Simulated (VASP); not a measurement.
# TiO2 (P4_2/mnm) in VASP: a series of runs

TiO2 is run at these levels: r2SCAN; tasks: single point.

Program: VASP 6.6.1. These are calculated values, not measurements. Logs are shortened: lines on timing, memory, paths and dates and some standing lists are left out, and cuts for length are marked.

### 1 The cell of the first run

It takes space group P4_2/mnm (No. 136, tetragonal). The conventional cell has a = 4.597 Å, b = 4.597 Å, c = 2.954 Å, α = 90.00°, β = 90.00°, γ = 90.00°. Within 2.6 Å of Ti (site symmetry mmm) lie 6 O at 1.95 to 1.98 Å. O (site symmetry m2m) has 3 Ti at 1.95 to 1.98 Å and 1 O at 2.54 Å within 2.6 Å.

### 2 Single point, r2SCAN

File POSCAR:

```
TiO2
1.0
    4.5967496901      0.0000000000      0.0000000000
    0.0000000000      4.5967496901      0.0000000000
    0.0000000000      0.0000000000      2.9536714147
Ti O
2 4
Direct
    0.0000000000      0.0000000000      0.0000000000
    0.5000000000      0.5000000000      0.5000000000
    0.3046118010      0.3046118010      0.0000000000
    0.1953881990      0.8046118010      0.5000000000
    0.6953881990      0.6953881990      0.0000000000
    0.8046118010      0.1953881990      0.5000000000
```

File INCAR.step1:

```
PREC = Accurate
ENCUT = 520
ISMEAR = 0
SIGMA = 0.05
LREAL = False
LASPH = True
NELM = 100
NBANDS = 33
GGA = PE
ALGO = Normal
EDIFF = 1E-4
LWAVE = True
LCHARG = False
```

File INCAR.step2:

```
PREC = Accurate
ENCUT = 520
EDIFF = 1E-7
ISMEAR = 0
SIGMA = 0.05
LREAL = False
LASPH = True
NELM = 100
ALGO = Normal
ISIF = 2
LWAVE = False
LCHARG = False
METAGGA = R2SCAN
LMIXTAU = True
NBANDS = 33
ISTART = 1
```

File KPOINTS:

```
regular mesh
0
Gamma
  6 6 10
```

Potentials or basis: VASP PAW PBE potentials, release 64 (Ti_sv, O).

Started as:

```console
> cat potpaw_PBE.64/Ti_sv/POTCAR potpaw_PBE.64/O/POTCAR > POTCAR
> cp INCAR.step1 INCAR
> mpirun -np 1 vasp_std > vasp.out
> cp INCAR.step2 INCAR
> mpirun -np 1 vasp_std > vasp.out
```

OUTCAR:

```text
PREC = Accurate
   ENCUT = 520
   EDIFF = 1E-7
   ISMEAR = 0
   LREAL = False
   LASPH = True
   NELM = 100
   ISIF = 2
   METAGGA = R2SCAN
   ISTART = 1

 ion  position               nearest neighbor table
   1  0.000  0.000  0.000-   4 1.95   6 1.95   4 1.95   6 1.95   5 1.98   3 1.98
   2  0.500  0.500  0.500-   3 1.95   5 1.95   3 1.95   5 1.95   4 1.98   6 1.98
   3  0.305  0.305  0.000-   2 1.95   2 1.95   1 1.98
   4  0.195  0.805  0.500-   1 1.95   1 1.95   2 1.98
   5  0.695  0.695  0.000-   2 1.95   2 1.95   1 1.98
   6  0.805  0.195  0.500-   1 1.95   1 1.95   2 1.98

  LATTYP: Found a simple tetragonal cell.
 ALAT       =     4.5967496901
 C/A-ratio  =     0.6425565049

  Lattice vectors:

 A1 = (   4.5967496901,   0.0000000000,   0.0000000000)
 A2 = (   0.0000000000,   4.5967496901,   0.0000000000)
 A3 = (   0.0000000000,   0.0000000000,   2.9536714147)

Analysis of symmetry for initial positions (statically):
=====================================================================
 Subroutine PRICEL returns:
 Original cell was already a primitive cell.

 Routine SETGRP: Setting up the symmetry group for a
 simple tetragonal supercell.

 Subroutine GETGRP returns: Found 16 space group operations
 (whereof  8 operations were pure point group operations)
 out of a pool of 16 trial point group operations.

The static configuration has the point symmetry D_2h.
 The point group associated with its full space group is D_4h.

Analysis of symmetry for dynamics (positions and initial velocities):
=====================================================================
 Subroutine PRICEL returns:
 Original cell was already a primitive cell.

 Routine SETGRP: Setting up the symmetry group for a
 simple tetragonal supercell.

 Subroutine GETGRP returns: Found 16 space group operations
 (whereof  8 operations were pure point group operations)
 out of a pool of 16 trial point group operations.

The dynamic configuration has the point symmetry D_2h.
 The point group associated with its full space group is D_4h.

 Subroutine INISYM returns: Found 16 space group operations
 (whereof  8 operations are pure point group operations),
 and found     1 'primitive' translations

----------------------------------------------------------------------------------------

                                     Primitive cell

  volume of cell :      62.4114

  direct lattice vectors                    reciprocal lattice vectors
     4.596749690  0.000000000  0.000000000     0.217545019  0.000000000  0.000000000
     0.000000000  4.596749690  0.000000000     0.000000000  0.217545019  0.000000000
     0.000000000  0.000000000  2.953671415     0.000000000  0.000000000  0.338561695

  length of vectors
     4.596749690  4.596749690  2.953671415     0.217545019  0.217545019  0.338561695

  position of ions in fractional coordinates (direct lattice)
     0.000000000  0.000000000  0.000000000
     0.500000000  0.500000000  0.500000000
     0.304611801  0.304611801  0.000000000
     0.195388199  0.804611801  0.500000000
     0.695388199  0.695388199  0.000000000
     0.804611801  0.195388199  0.500000000

  ion indices of the primitive-cell ions
   primitive index   ion index
                 1           1
                 2           2
                 3           3
                 4           4
                 5           5
                 6           6

----------------------------------------------------------------------------------------

 KPOINTS: regular mesh

Automatic generation of k-mesh.
 Grid dimensions read from file:
 generate k-points for:    6    6   10

 Generating k-lattice:

  Cartesian coordinates                     Fractional coordinates (reciprocal lattice)
     0.036257503  0.000000000  0.000000000     0.166666667  0.000000000  0.000000000
     0.000000000  0.036257503  0.000000000     0.000000000  0.166666667  0.000000000
     0.000000000  0.000000000  0.033856169     0.000000000  0.000000000  0.100000000

  Length of vectors
     0.036257503  0.036257503  0.033856169

  Shift w.r.t. Gamma in fractional coordinates (k-lattice)
     0.000000000  0.000000000  0.000000000

 Subroutine IBZKPT returns following result:
 ===========================================

 Found     60 irreducible k-points:

 Following reciprocal coordinates:
            Coordinates               Weight
  0.000000  0.000000  0.000000      1.000000
  0.166667  0.000000  0.000000      4.000000
  0.333333  0.000000  0.000000      4.000000
  0.500000  0.000000  0.000000      2.000000
  0.166667  0.166667  0.000000      4.000000
  0.333333  0.166667  0.000000      8.000000
[... 16 lines left out ...]
  0.333333  0.000000  0.200000      8.000000
  0.500000  0.000000  0.200000      4.000000
 [... further k-points ...]
   k-points           NKPTS =     60   k-points in BZ     NKDIM =     60   number of bands    NBANDS=     33
   number of dos      NEDOS =    301   number of ions     NIONS =      6
   total plane-waves  NPLWV =  31104
   dimension x,y,z NGX =    36 NGY =   36 NGZ =   24
   dimension x,y,z NGXF=    72 NGYF=   72 NGZF=   48
   ions per type =               2   4
   NGX,Y,Z   is equivalent  to a cutoff of  13.02, 13.02, 13.51 a.u.
   NGXF,Y,Z  is equivalent  to a cutoff of  26.04, 26.04, 27.02 a.u.
 SYSTEM =  unknown system
   PREC   = accura    normal or accurate (medium, high low for compatibility)
   ISTART =      1    job   : 0-new  1-cont  2-samecut
   ICHARG =      0    charge: 1-file 2-atom 10-const
   ISPIN  =      1    spin polarized calculation?
   LNONCOLLINEAR =      F non collinear calculations
   LSORBIT =      F    spin-orbit coupling
   LASPH  =      T    aspherical Exc in radial PAW
   ENCUT  =  520.0 eV  38.22 Ry    6.18 a.u.   8.55  8.55  5.49*2*pi/ulx,y,z
   NELM   =    100;   NELMIN=  2; NELMDL=  0     # of ELM steps
   EDIFF  = 0.1E-06   stopping-criterion for ELM
   LREAL  =      F    real-space projection
   EDIFFG = 0.1E-05   stopping-criterion for IOM
   NSW    =      0    number of steps for IOM
   IBRION =     -1    ionic relax: 0-MD 1-quasi-New 2-CG
   NFREE  =      0    steps in history (QN), initial steepest desc. (CG)
   ISIF   =      2    stress and relaxation
   ISYM   =      2    0-nonsym 1-usesym 2-fastsym
   POTIM  = 0.5000    time-step for ionic-motion
   TEBEG  =    0.0;   TEEND  =   0.0 temperature during run
   PSTRESS=    0.0 pullay stress
   NELECT =      48.0000    total number of electrons
   NUPDOWN=      -1.0000    fix difference up-down
   EMIN   =  10.00;   EMAX   =-10.00  energy-range for DOS
   EFERMI =   0.00;   METHOD = LEGACY
   ISMEAR =     0;   SIGMA  =   0.05  broadening in eV -4-tet -1-fermi 0-gaus
   EFERMI_NEDOS =   21; number of points for ismear=-14 and -15
   IALGO  =     38    algorithm
   IMIX   =      4    mixing-type and parameters
     AMIX     =   0.40;   BMIX     =  1.00
     AMIX_MAG =   1.60;   BMIX_MAG =  1.00
  volume/ion in A,a.u.               =      10.40        70.20
  Fermi-wavevector in a.u.,A,eV,Ry     =   1.499917  2.834432 30.609728  2.249752
  Thomas-Fermi vector in A             =   2.611485
   LORBIT       =      0    0 simple, 1 ext, 2 COOP (PROOUT), +10 PAW based schemes
   METAGGA = R2SCAN    functional components
   LHFCALC =     F    Hartree Fock is set to
   AEXX    =    0.0000 exact exchange contribution
   IVDW    =     0    specifies the selected vdW correction
   LEPSILON=     F    determine dielectric tensor
   LRPA    =     F    only Hartree local field effects (RPA)
 non-spin polarized calculation
 Gauss-broadening in eV      SIGMA  =   0.05
  energy-cutoff  :      520.00
  volume of cell :       62.41
 maximum number of plane-waves:      1698
 NGX is ok and might be reduce to    36
   NGX = 17   NGY = 17   NGZ = 11

 number of electron      48.0000021 magnetization

 Free energy of the ion-electron system (eV)
  ---------------------------------------------------
  ext. energy  EPLUGINS =         0.00000000
  ---------------------------------------------------
  free energy    TOTEN  =       -69.79423424 eV

  energy without entropy =      -69.79423424  energy(sigma->0) =      -69.79423424

 E-fermi :   4.9166     XC(G=0): -12.1568

 val. band max:        4.5441828236   @ k =   0.0000   0.0000   0.0000
 cond. band min:       6.7726646813   @ k =   0.0000   0.0000   0.0000
 fundamental gap:      2.2284818577
 Fermi energy:         4.9165635363

 k-point     1 :       0.0000    0.0000    0.0000
  band No.  band energies     occupation
      1     -54.5985      2.00000
      2     -54.5807      2.00000
      3     -29.8653      2.00000
      4     -29.8653      2.00000
      5     -29.6869      2.00000
      6     -29.6869      2.00000
[... 25 lines left out ...]
     32      11.5298      0.00000
     33      11.5298      0.00000

 k-point     2 :       0.1667    0.0000    0.0000
  band No.  band energies     occupation
      1     -54.5974      2.00000
      2     -54.5819      2.00000
      3     -29.8557      2.00000
      4     -29.8549      2.00000
      5     -29.6984      2.00000
      6     -29.6975      2.00000
[... 25 lines left out ...]
     32      11.4313      0.00000
     33      11.4519      0.00000

 k-point     3 :       0.3333    0.0000    0.0000
  band No.  band energies     occupation
      1     -54.5941      2.00000
      2     -54.5851      2.00000
      3     -29.8305      2.00000
      4     -29.8283      2.00000
      5     -29.7272      2.00000
      6     -29.7249      2.00000
[... 25 lines left out ...]
     32      11.2333      0.00000
     33      11.2731      0.00000

 k-point     4 :       0.5000    0.0000    0.0000
  band No.  band energies     occupation
      1     -54.5896      2.00000
      2     -54.5896      2.00000
      3     -29.8084      2.00000
      4     -29.8084      2.00000
      5     -29.7480      2.00000
      6     -29.7480      2.00000
[... 25 lines left out ...]
     32      10.9996      0.00000
     33      11.1515      0.00000

 k-point     5 :       0.1667    0.1667    0.0000
  band No.  band energies     occupation
      1     -54.5963      2.00000
      2     -54.5829      2.00000
      3     -29.8683      2.00000
      4     -29.8270      2.00000
      5     -29.7279      2.00000
      6     -29.6850      2.00000
[... 604 lines left out ...]
 k-point    22 :       0.1667    0.0000    0.2000
  band No.  band energies     occupation
      1     -54.5816      2.00000
      2     -54.5691      2.00000
      3     -29.8292      2.00000
      4     -29.8138      2.00000
      5     -29.7929      2.00000
      6     -29.7882      2.00000
[... 25 lines left out ...]
     32      10.8153      0.00000
     33      11.0177      0.00000

 k-point    23 :       0.3333    0.0000    0.2000
  band No.  band energies     occupation
      1     -54.5790      2.00000
      2     -54.5717      2.00000
      3     -29.8308      2.00000
      4     -29.8099      2.00000
      5     -29.7847      2.00000
      6     -29.7699      2.00000
[... 25 lines left out ...]
     32      10.4083      0.00000
     33      11.0251      0.00000

 k-point    24 :       0.5000    0.0000    0.2000
  band No.  band energies     occupation
      1     -54.5753      2.00000
      2     -54.5753      2.00000
      3     -29.8222      2.00000
      4     -29.8222      2.00000
      5     -29.7651      2.00000
      6     -29.7651      2.00000
[... 25 lines left out ...]
     32      10.2068      0.00000
     33      11.4319      0.00000

 [... further k-points ...]

------------------------ aborting loop because EDIFF is reached ----------------------------------------

  FORCE on cell =-STRESS in cart. coord.  units (eV):
  Direction    XX          YY          ZZ          XY          YZ          ZX
  --------------------------------------------------------------------------------------
  -------------------------------------------------------------------------------------
  Total        0.3989884      0.3989884      0.6710051      0.0000000      0.0000000      0.0000000
  in kB       10.2425225     10.2425225     17.2255267      0.0000000      0.0000000      0.0000000
  external PRESSURE =      12.5701905 kB  Pullay stress =       0.0000000 kB

 VOLUME and BASIS-vectors are now :
 -----------------------------------------------------------------------------
  energy-cutoff  :      520.00
  volume of cell :       62.41
      direct lattice vectors                 reciprocal lattice vectors
     4.596749690  0.000000000  0.000000000     0.217545019  0.000000000  0.000000000
     0.000000000  4.596749690  0.000000000     0.000000000  0.217545019  0.000000000
     0.000000000  0.000000000  2.953671415     0.000000000  0.000000000  0.338561695

 POSITION                                       TOTAL-FORCE (eV/Angst)
 -----------------------------------------------------------------------------------
      0.00000      0.00000      0.00000         0.000000      0.000000     -0.000000
      2.29837      2.29837      1.47684         0.000000      0.000000     -0.000000
      1.40022      1.40022      0.00000        -0.023722     -0.023722     -0.000000
      0.89815      3.69860      1.47684         0.023722     -0.023722     -0.000000
      3.19653      3.19653      0.00000         0.023722      0.023722      0.000000
      3.69860      0.89815      1.47684        -0.023722      0.023722      0.000000
 -----------------------------------------------------------------------------------
    total drift:                                0.000000      0.000000      0.000000

  FREE ENERGIE OF THE ION-ELECTRON SYSTEM (eV)
  ---------------------------------------------------
  free  energy   TOTEN  =       -69.7942342410 eV

  energy  without entropy=      -69.7942342410  energy(sigma->0) =      -69.79423424
```

Run time: 5.2 min. Hardware: 1 thread of Intel Xeon Platinum 8488C (Sapphire Rapids), shared host; peak memory 0.24 GiB.

What came out:

```
Free energy            : -69.7942 eV
Pressure               : 1.3 GPa
Largest force          : 0.034 eV/Å
Band gap on the k mesh : 2.23 eV
```

Forces on the atoms (eV/Å):
```
Ti   0.000  0.000  0.000
Ti   0.000  0.000  0.000
O   -0.024 -0.024  0.000
O    0.024 -0.024  0.000
O    0.024  0.024  0.000
O   -0.024  0.024  0.000
```

Caveat: the PAW data sets were made with another functional, which shifts forces and pressure a little.

### 3 Single point, r2SCAN

POSCAR is that of step 2.

File INCAR.step1:

```
SYSTEM = TiO2
PREC = Accurate
ENCUT = 520
ISMEAR = 0
SIGMA = 0.05
LREAL = .FALSE.
LASPH = .TRUE.
NELM = 80
NBANDS = 33
GGA = PE
ALGO = Normal
EDIFF = 1E-4
LWAVE = .TRUE.
LCHARG = .FALSE.
```

File INCAR.step2:

```
SYSTEM = TiO2
PREC = Accurate
ENCUT = 520
EDIFF = 1E-6
ISMEAR = 0
SIGMA = 0.05
LREAL = .FALSE.
LASPH = .TRUE.
NELM = 80
ALGO = Normal
ISIF = 2
LWAVE = .FALSE.
LCHARG = .FALSE.
METAGGA = R2SCAN
LMIXTAU = .TRUE.
NBANDS = 33
ISTART = 1
```

File KPOINTS:

```
Automatic mesh
0
G
  8 8 10
  0 0 0
```

Potentials or basis: VASP PAW PBE potentials, release 64 (Ti_sv, O).

Started as:

```console
> cat potpaw_PBE.64/Ti_sv/POTCAR potpaw_PBE.64/O/POTCAR > POTCAR
> cp INCAR.step1 INCAR
> mpirun -np 1 vasp_std > vasp.out
> cp INCAR.step2 INCAR
> mpirun -np 1 vasp_std > vasp.out
```

It took 8.4 min on 1 thread of Intel Xeon Platinum 8488C (Sapphire Rapids), shared host; peak memory 0.27 GiB.

It converged, with:

* Free energy: -69.7943 eV
* Pressure: 1.3 GPa
* Largest force: 0.034 eV/Å
* Band gap on the k mesh: 2.23 eV

Forces on the atoms (eV/Å):
```
Ti   0.000  0.000  0.000
Ti   0.000  0.000  0.000
O   -0.024 -0.024  0.000
O    0.024 -0.024  0.000
O    0.024  0.024  0.000
O   -0.024  0.024  0.000
```

Stress tensor (GPa, compression positive):
```
1.04 0.00 0.00
0.00 1.04 0.00
0.00 0.00 1.74
```

Levels at points of the mesh, in eV from the valence-band top:
| k point | band 21 | band 22 | band 23 | band 24 | band 25 | band 26 | band 27 | band 28 |
| --- | --- | --- | --- | --- | --- | --- | --- | --- |
| (0.00, 0.00, 0.00) | -0.76 | -0.49 | -0.49 | 0.00 | 2.23 | 2.55 | 2.79 | 2.88 |
| (0.50, 0.00, 0.00) | -1.70 | -1.70 | -0.77 | -0.77 | 2.92 | 2.92 | 3.41 | 3.41 |
| (0.50, 0.50, 0.00) | -1.38 | -1.38 | -1.13 | -1.13 | 2.27 | 2.27 | 2.90 | 2.90 |
| (0.00, 0.00, 0.50) | -2.40 | -2.40 | -1.48 | -1.48 | 3.33 | 3.33 | 3.59 | 3.59 |
| (0.50, 0.00, 0.50) | -2.08 | -2.08 | -1.09 | -1.09 | 2.29 | 2.29 | 3.62 | 3.62 |
| (0.50, 0.50, 0.50) | -1.32 | -1.32 | -0.72 | -0.72 | 2.97 | 2.97 | 3.60 | 3.60 |

Caveat: the PAW data sets were made with another functional, which shifts forces and pressure a little.
